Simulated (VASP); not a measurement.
# BeTe (P6_3/mmc) in VASP: settings compared

Aim: see how the results for BeTe move with the level of theory and the settings. Levels: PBE, r2SCAN. Tasks: single point.

Everything below comes from runs of VASP 6.6.1. Logs are shortened: lines on timing, memory, paths and dates and some standing lists are left out, and cuts for length are marked.

### Step 1. The cell of the first run

The structure is hexagonal, space group P6_3/mmc (No. 194). Conventional cell: a = 3.864 Å, b = 3.864 Å, c = 6.003 Å, α = 90.00°, β = 90.00°, γ = 120.00°. Be (site symmetry -3m) has 6 Te at 2.69 Å and 2 Be at 3.00 Å within 3.5 Å. Te (site symmetry -6m2) has 6 Be at 2.69 Å within 3.5 Å.

### Step 2. Single point, PBE

Input file INCAR:

```
PREC = Accurate ; ENCUT = 520
EDIFF = 1E-6 ; ISMEAR = -1
SIGMA = 0.02 ; LREAL = F
LASPH = T ; NELM = 80
ALGO = Normal ; ISIF = 2
LWAVE = F ; LCHARG = F
GGA = PE ; NBANDS = 16
```

Input file KPOINTS:

```
Automatic mesh
0
Gamma
  6 6 4
```

Input file POSCAR:

```
BeTe
1.0
    3.8635963340      0.0000000000      0.0000000000
   -1.9317981670      3.3459725752      0.0000000000
    0.0000000000      0.0000000000      6.0034039917
Be Te
2 2
Direct
    0.0000000000      0.0000000000      0.0000000000
    0.0000000000      0.0000000000      0.5000000000
    0.3333333333      0.6666666667      0.2500000000
    0.6666666667      0.3333333333      0.7500000000
```

Potentials or basis: VASP PAW PBE potentials, release 64 (Be, Te).

On the command line:

```
> cat potpaw_PBE.64/Be/POTCAR potpaw_PBE.64/Te/POTCAR > POTCAR
> mpirun -np 1 vasp_std > vasp.out
```

OUTCAR:

```text
PREC = Accurate
   ENCUT = 520
   EDIFF = 1E-6
   ISMEAR = -1
   LREAL = F
   LASPH = T
   NELM = 80
   ISIF = 2
   GGA = PE

 ion  position               nearest neighbor table
   1  0.000  0.000  0.000-   3 2.69   4 2.69   3 2.69   4 2.69   4 2.69   3 2.69
   2  0.000  0.000  0.500-   3 2.69   4 2.69   3 2.69   4 2.69   4 2.69   3 2.69
   3  0.333  0.667  0.250-   1 2.69   2 2.69   1 2.69   2 2.69   1 2.69   2 2.69
   4  0.667  0.333  0.750-   1 2.69   2 2.69   1 2.69   2 2.69   1 2.69   2 2.69

  LATTYP: Found a hexagonal cell.
 ALAT       =     3.8635963340
 C/A-ratio  =     1.5538383083

  Lattice vectors:

 A1 = (   3.8635963340,   0.0000000000,   0.0000000000)
 A2 = (  -1.9317981670,   3.3459725752,   0.0000000000)
 A3 = (   0.0000000000,   0.0000000000,   6.0034039917)

Analysis of symmetry for initial positions (statically):
=====================================================================
 Subroutine PRICEL returns:
 Original cell was already a primitive cell.

 Routine SETGRP: Setting up the symmetry group for a
 hexagonal supercell.

 Subroutine GETGRP returns: Found 24 space group operations
 (whereof 12 operations were pure point group operations)
 out of a pool of 24 trial point group operations.

The static configuration has the point symmetry D_3d.
 The point group associated with its full space group is D_6h.

Analysis of symmetry for dynamics (positions and initial velocities):
=====================================================================
 Subroutine PRICEL returns:
 Original cell was already a primitive cell.

 Routine SETGRP: Setting up the symmetry group for a
 hexagonal supercell.

 Subroutine GETGRP returns: Found 24 space group operations
 (whereof 12 operations were pure point group operations)
 out of a pool of 24 trial point group operations.

The dynamic configuration has the point symmetry D_3d.
 The point group associated with its full space group is D_6h.

 Subroutine INISYM returns: Found 24 space group operations
 (whereof 12 operations are pure point group operations),
 and found     1 'primitive' translations

----------------------------------------------------------------------------------------

                                     Primitive cell

  volume of cell :      77.6089

  direct lattice vectors                    reciprocal lattice vectors
     3.863596334  0.000000000  0.000000000     0.258826211  0.149433383  0.000000000
    -1.931798167  3.345972575  0.000000000     0.000000000  0.298866765  0.000000000
     0.000000000  0.000000000  6.003403992     0.000000000  0.000000000  0.166572165

  length of vectors
     3.863596334  3.863596334  6.003403992     0.298866765  0.298866765  0.166572165

  position of ions in fractional coordinates (direct lattice)
     0.000000000  0.000000000  0.000000000
     0.000000000  0.000000000  0.500000000
     0.333333333  0.666666667  0.250000000
     0.666666667  0.333333333  0.750000000

  ion indices of the primitive-cell ions
   primitive index   ion index
                 1           1
                 2           2
                 3           3
                 4           4

----------------------------------------------------------------------------------------

 KPOINTS: Automatic mesh

Automatic generation of k-mesh.
 Grid dimensions read from file:
 generate k-points for:    6    6    4

 Generating k-lattice:

  Cartesian coordinates                     Fractional coordinates (reciprocal lattice)
     0.043137702  0.024905564  0.000000000     0.166666667 -0.000000000  0.000000000
     0.000000000  0.049811128  0.000000000     0.000000000  0.166666667  0.000000000
     0.000000000  0.000000000  0.041643041     0.000000000  0.000000000  0.250000000

  Length of vectors
     0.049811128  0.049811128  0.041643041

  Shift w.r.t. Gamma in fractional coordinates (k-lattice)
     0.000000000  0.000000000  0.000000000

 Subroutine IBZKPT returns following result:
 ===========================================

 Found     21 irreducible k-points:

 Following reciprocal coordinates:
            Coordinates               Weight
  0.000000  0.000000  0.000000      1.000000
  0.166667 -0.000000  0.000000      6.000000
  0.333333  0.000000  0.000000      6.000000
  0.500000  0.000000  0.000000      3.000000
  0.166667  0.166667  0.000000      6.000000
  0.333333  0.166667  0.000000     12.000000
[... 13 lines left out ...]
  0.333333  0.166667  0.500000     12.000000
  0.333333  0.333333  0.500000      2.000000
   k-points           NKPTS =     21   k-points in BZ     NKDIM =     21   number of bands    NBANDS=     16
   number of dos      NEDOS =    301   number of ions     NIONS =      4
   total plane-waves  NPLWV =  43200
   dimension x,y,z NGX =    30 NGY =   30 NGZ =   48
   dimension x,y,z NGXF=    60 NGYF=   60 NGZF=   96
   ions per type =               2   2
   NGX,Y,Z   is equivalent  to a cutoff of  12.91, 12.91, 13.29 a.u.
   NGXF,Y,Z  is equivalent  to a cutoff of  25.82, 25.82, 26.58 a.u.
 SYSTEM =  unknown system
   PREC   = accura    normal or accurate (medium, high low for compatibility)
   ISTART =      0    job   : 0-new  1-cont  2-samecut
   ICHARG =      2    charge: 1-file 2-atom 10-const
   ISPIN  =      1    spin polarized calculation?
   LNONCOLLINEAR =      F non collinear calculations
   LSORBIT =      F    spin-orbit coupling
   LASPH  =      T    aspherical Exc in radial PAW
   ENCUT  =  520.0 eV  38.22 Ry    6.18 a.u.   7.18  7.18 11.16*2*pi/ulx,y,z
   NELM   =     80;   NELMIN=  2; NELMDL= -5     # of ELM steps
   EDIFF  = 0.1E-05   stopping-criterion for ELM
   LREAL  =      F    real-space projection
   EDIFFG = 0.1E-04   stopping-criterion for IOM
   NSW    =      0    number of steps for IOM
   IBRION =     -1    ionic relax: 0-MD 1-quasi-New 2-CG
   NFREE  =      0    steps in history (QN), initial steepest desc. (CG)
   ISIF   =      2    stress and relaxation
   ISYM   =      2    0-nonsym 1-usesym 2-fastsym
   POTIM  = 0.5000    time-step for ionic-motion
   TEBEG  =    0.0;   TEEND  =   0.0 temperature during run
   PSTRESS=    0.0 pullay stress
   NELECT =      16.0000    total number of electrons
   NUPDOWN=      -1.0000    fix difference up-down
   EMIN   =  10.00;   EMAX   =-10.00  energy-range for DOS
   EFERMI =   0.00;   METHOD = LEGACY
   ISMEAR =    -1;   SIGMA  =   0.02  broadening in eV -4-tet -1-fermi 0-gaus
   EFERMI_NEDOS =   21; number of points for ismear=-14 and -15
   IALGO  =     38    algorithm
   IMIX   =      4    mixing-type and parameters
     AMIX     =   0.40;   BMIX     =  1.00
     AMIX_MAG =   1.60;   BMIX_MAG =  1.00
  volume/ion in A,a.u.               =      19.40       130.93
  Fermi-wavevector in a.u.,A,eV,Ry     =   0.967114  1.827580 12.725654  0.935309
  Thomas-Fermi vector in A             =   2.096972
   LORBIT       =      0    0 simple, 1 ext, 2 COOP (PROOUT), +10 PAW based schemes
   GGA     = PE    functional components
   LHFCALC =     F    Hartree Fock is set to
   AEXX    =    0.0000 exact exchange contribution
   IVDW    =     0    specifies the selected vdW correction
   LEPSILON=     F    determine dielectric tensor
   LRPA    =     F    only Hartree local field effects (RPA)
 non-spin polarized calculation
  energy-cutoff  :      520.00
  volume of cell :       77.61
 maximum number of plane-waves:      2106
 NGX is ok and might be reduce to    30
   NGX = 15   NGY = 15   NGZ = 23

 number of electron      15.9999999 magnetization

 Free energy of the ion-electron system (eV)
  ---------------------------------------------------
  ext. energy  EPLUGINS =         0.00000000
  ---------------------------------------------------
  free energy    TOTEN  =       -13.26263111 eV

  energy without entropy =      -13.26056200  energy(sigma->0) =      -13.26159656

 E-fermi :   7.3841     XC(G=0):  -9.9040

 val. band max:        7.3715459911   @ k =   0.1667  -0.0000   0.0000
 cond. band min:       7.4118580870   @ k =   0.3333   0.3333   0.2500
 fundamental gap:      0.0403120959
 Fermi energy:         7.3841462902

 k-point     1 :       0.0000    0.0000    0.0000
  band No.  band energies     occupation
      1      -6.1161      2.00000
      2      -3.9999      2.00000
      3       0.5976      2.00000
      4       6.3832      2.00000
      5       6.3832      2.00000
      6       6.6257      2.00000
[... 8 lines left out ...]
     15      13.9158      0.00000
     16      14.2840      0.00000

 k-point     2 :       0.1667   -0.0000    0.0000
  band No.  band energies     occupation
      1      -5.8262      2.00000
      2      -3.8004      2.00000
      3       0.9166      2.00000
      4       3.9900      2.00000
      5       5.2120      2.00000
      6       5.4159      2.00000
[... 8 lines left out ...]
     15      13.2474      0.00000
     16      13.3670      0.00000

 k-point     3 :       0.3333    0.0000    0.0000
  band No.  band energies     occupation
      1      -5.0315      2.00000
      2      -3.4393      2.00000
      3       1.7240      2.00000
      4       1.8358      2.00000
      5       3.2593      2.00000
      6       4.2636      2.00000
[... 8 lines left out ...]
     15      14.0923      0.00000
     16      15.7069      0.00000

 k-point     4 :       0.5000    0.0000    0.0000
  band No.  band energies     occupation
      1      -4.2954      2.00000
      2      -3.5140      2.00000
      3       1.0392      2.00000
      4       2.0988      2.00000
      5       2.8200      2.00000
      6       3.9276      2.00000
[... 8 lines left out ...]
     15      15.6624      0.00000
     16      16.4215      0.00000
[... 267 lines left out ...]
 k-point    19 :       0.1667    0.1667    0.5000
  band No.  band energies     occupation
      1      -4.5614      2.00000
      2      -4.5614      2.00000
      3       2.5594      2.00000
      4       2.5594      2.00000
      5       4.0549      2.00000
      6       4.0549      2.00000
[... 8 lines left out ...]
     15      13.6705      0.00000
     16      13.6705      0.00000

 k-point    20 :       0.3333    0.1667    0.5000
  band No.  band energies     occupation
      1      -3.9004      2.00000
      2      -3.9004      2.00000
      3       1.2085      2.00000
      4       1.2085      2.00000
      5       3.2554      2.00000
      6       3.2554      2.00000
[... 8 lines left out ...]
     15      14.5564      0.00000
     16      14.5564      0.00000

 k-point    21 :       0.3333    0.3333    0.5000
  band No.  band energies     occupation
      1      -3.6328      2.00000
      2      -3.6328      2.00000
      3       1.5183      2.00000
      4       1.5183      2.00000
      5       1.8431      2.00000
      6       1.8431      2.00000
[... 8 lines left out ...]
     15      14.4543      0.00000
     16      14.4543      0.00000

------------------------ aborting loop because EDIFF is reached ----------------------------------------

  FORCE on cell =-STRESS in cart. coord.  units (eV):
  Direction    XX          YY          ZZ          XY          YZ          ZX
  --------------------------------------------------------------------------------------
  -------------------------------------------------------------------------------------
  Total       -0.0197709     -0.0197709      0.0478233      0.0000000      0.0000000      0.0000000
  in kB       -0.4081558     -0.4081558      0.9872762      0.0000000      0.0000000      0.0000000
  external PRESSURE =       0.0569882 kB  Pullay stress =       0.0000000 kB

 VOLUME and BASIS-vectors are now :
 -----------------------------------------------------------------------------
  energy-cutoff  :      520.00
  volume of cell :       77.61
      direct lattice vectors                 reciprocal lattice vectors
     3.863596334  0.000000000  0.000000000     0.258826211  0.149433383  0.000000000
    -1.931798167  3.345972575  0.000000000     0.000000000  0.298866765  0.000000000
     0.000000000  0.000000000  6.003403992     0.000000000  0.000000000  0.166572165

 POSITION                                       TOTAL-FORCE (eV/Angst)
 -----------------------------------------------------------------------------------
      0.00000      0.00000      0.00000        -0.000000     -0.000000     -0.000000
      0.00000      0.00000      3.00170        -0.000000     -0.000000     -0.000000
     -0.00000      2.23065      1.50085         0.000000     -0.000000     -0.000000
      1.93180      1.11532      4.50255        -0.000000      0.000000      0.000000
 -----------------------------------------------------------------------------------
    total drift:                               -0.000000      0.000000     -0.000000

  FREE ENERGIE OF THE ION-ELECTRON SYSTEM (eV)
  ---------------------------------------------------
  free  energy   TOTEN  =       -13.2626311136 eV

  energy  without entropy=      -13.2605619981  energy(sigma->0) =      -13.26159656
```

Run time: 33 s. Hardware: 1 thread of Intel Xeon 8259CL, shared host; peak memory 0.2 GiB.

Results:

- Free energy: -13.2626 eV
- Pressure: 0.0 GPa
- Band gap on the k mesh: zero (band 8 reaches 7.65 eV, above the bottom of band 9 at 6.47 eV)

Caveat: spin-orbit coupling is left out, which moves the levels of the heavy elements.

### Step 3. Single point, PBE

Input file INCAR:

```
SYSTEM = BeTe
ALGO = Normal
EDIFF = 1E-7
ENCUT = 520
GGA = PE
ISIF = 2
ISMEAR = -1
LASPH = .TRUE.
LCHARG = .TRUE.
LELF = .TRUE.
LREAL = .FALSE.
LVHAR = .TRUE.
LWAVE = .FALSE.
NBANDS = 16
NELM = 60
PREC = Accurate
SIGMA = 0.02
```

Input file KPOINTS:

```
k-points
0
G
  6 6 4
  0 0 0
```

POSCAR is that of step 2.

Potentials or basis: VASP PAW PBE potentials, release 64 (Be, Te).

On the command line:

```
> cat potpaw_PBE.64/Be/POTCAR potpaw_PBE.64/Te/POTCAR > POTCAR
> mpirun -np 1 vasp_std > vasp.out
```

It took 30 s on 1 thread of Intel Xeon 8259CL, shared host; peak memory 0.2 GiB.

It converged, with:

* Free energy: -13.2626 eV
* Pressure: 0.0 GPa
* Band gap on the k mesh: zero (band 8 reaches 7.65 eV, above the bottom of band 9 at 6.47 eV)

Stress tensor (GPa, compression positive):
```
-0.04  0.00  0.00
 0.00 -0.04  0.00
 0.00  0.00  0.10
```

Levels at points of the mesh, in eV from the Fermi level:
```
           k point  band 5  band 6  band 7  band 8  band 9  band 10  band 11  band 12
(0.00, 0.00, 0.00)   -1.00   -0.76   -0.76    0.27    1.93     1.99     3.39     3.39
(0.50, 0.00, 0.00)   -4.56   -3.46   -3.04   -0.47    1.40     1.96     2.06     2.40
(0.00, 0.00, 0.50)   -0.79   -0.79   -0.79   -0.79    2.25     2.25     3.12     3.12
(0.50, 0.00, 0.50)   -2.46   -2.46   -2.14   -2.14    1.16     1.16     2.97     2.97
```

Caveat: spin-orbit coupling is left out, which moves the levels of the heavy elements.

### Step 4. Single point, r2SCAN

POSCAR is that of step 3.

Input file INCAR.step1:

```
PREC = Accurate
ENCUT = 520
ISMEAR = -1
SIGMA = 0.02
LREAL = F
LASPH = T
NELM = 100
NBANDS = 16
GGA = PE
ALGO = Normal
EDIFF = 1E-4
LWAVE = T
LCHARG = F
```

Input file INCAR.step2:

```
PREC = Accurate
ENCUT = 520
EDIFF = 1E-6
ISMEAR = -1
SIGMA = 0.02
LREAL = F
LASPH = T
NELM = 100
ALGO = Normal
ISIF = 2
LWAVE = F
LCHARG = F
METAGGA = R2SCAN
LMIXTAU = T
NBANDS = 16
ISTART = 1
```

Input file KPOINTS:

```
regular mesh
0
Gamma
  6 6 4
```

On the command line:

```
> cat potpaw_PBE.64/Be/POTCAR potpaw_PBE.64/Te/POTCAR > POTCAR
> cp INCAR.step1 INCAR
> mpirun -np 1 vasp_std > vasp.out
> cp INCAR.step2 INCAR
> mpirun -np 1 vasp_std > vasp.out
```

Run time: 3.3 min. Hardware: 1 thread of Intel Xeon 8259CL, shared host; peak memory 0.22 GiB.

It converged, with:

```
Free energy            : -59.0740 eV
Pressure               : 0.2 GPa
Band gap on the k mesh : zero (band 8 reaches 7.61 eV, above the bottom of band 9 at 6.47 eV)
```

Stress tensor (GPa, compression positive):
```
0.08 0.00 0.00
0.00 0.08 0.00
0.00 0.00 0.56
```

Levels at points of the mesh, in eV from the Fermi level:
| k point | band 4 | band 5 | band 6 | band 7 | band 8 | band 9 | band 10 | band 11 | band 12 | band 13 |
| --- | --- | --- | --- | --- | --- | --- | --- | --- | --- | --- |
| (0.00, 0.00, 0.00) | -1.06 | -1.06 | -0.86 | -0.86 | 0.27 | 2.37 | 2.46 | 3.83 | 3.83 | 4.52 |
| (0.50, 0.00, 0.00) | -5.55 | -4.79 | -3.66 | -3.19 | -0.55 | 1.67 | 2.14 | 2.35 | 2.84 | 5.90 |
| (0.00, 0.00, 0.50) | -3.94 | -0.87 | -0.87 | -0.87 | -0.87 | 2.69 | 2.69 | 3.45 | 3.45 | 3.45 |
| (0.50, 0.00, 0.50) | -7.01 | -2.61 | -2.61 | -2.23 | -2.23 | 1.41 | 1.41 | 3.31 | 3.31 | 5.98 |

Caveat: the PAW data sets were made with another functional, which shifts forces and pressure a little; spin-orbit coupling is left out, which moves the levels of the heavy elements.

### Step 5. Single point, r2SCAN

POSCAR is that of step 4.

Input file INCAR.step1:

```
SYSTEM = BeTe
PREC = Accurate
ENCUT = 520
ISMEAR = -1
SIGMA = 0.02
LREAL = .False.
LASPH = .True.
NELM = 80
NBANDS = 16
GGA = PE
ALGO = Normal
EDIFF = 1E-4
LWAVE = .True.
LCHARG = .False.
```

Input file INCAR.step2:

```
SYSTEM = BeTe
PREC = Accurate
ENCUT = 520
EDIFF = 1E-7
ISMEAR = -1
SIGMA = 0.02
LREAL = .False.
LASPH = .True.
NELM = 80
ALGO = Normal
ISIF = 2
LWAVE = .False.
LCHARG = .True.
METAGGA = R2SCAN
LMIXTAU = .True.
LELF = .True.
LVHAR = .True.
NBANDS = 16
ISTART = 1
```

Input file KPOINTS:

```
regular mesh
0
Gamma
  6 6 4
  0 0 0
```

On the command line:

```
> cat potpaw_PBE.64/Be/POTCAR potpaw_PBE.64/Te/POTCAR > POTCAR
> cp INCAR.step1 INCAR
> mpirun -np 1 vasp_std > vasp.out
> cp INCAR.step2 INCAR
> mpirun -np 1 vasp_std > vasp.out
```

It took 3.9 min on 1 thread of Intel Xeon 8259CL, shared host; peak memory 0.22 GiB.

The run converged. Its results:

| Property | Result |
| --- | --- |
| Free energy | -59.0740 eV |
| Pressure | 0.2 GPa |
| Band gap on the k mesh | zero (band 8 reaches 7.61 eV, above the bottom of band 9 at 6.47 eV) |

Stress tensor (GPa, compression positive):
```
0.08 0.00 0.00
0.00 0.08 0.00
0.00 0.00 0.56
```

Levels at points of the mesh, in eV from the Fermi level:
```csv
k point,band 4,band 5,band 6,band 7,band 8,band 9,band 10,band 11,band 12,band 13
"(0.00, 0.00, 0.00)",-1.06,-1.06,-0.86,-0.86,0.27,2.37,2.46,3.83,3.83,4.52
"(0.50, 0.00, 0.00)",-5.55,-4.79,-3.66,-3.19,-0.55,1.67,2.14,2.35,2.84,5.90
"(0.00, 0.00, 0.50)",-3.94,-0.87,-0.87,-0.87,-0.87,2.69,2.69,3.45,3.45,3.45
"(0.50, 0.00, 0.50)",-7.01,-2.61,-2.61,-2.23,-2.23,1.41,1.41,3.31,3.31,5.98
```

Caveat: the PAW data sets were made with another functional, which shifts forces and pressure a little; spin-orbit coupling is left out, which moves the levels of the heavy elements.
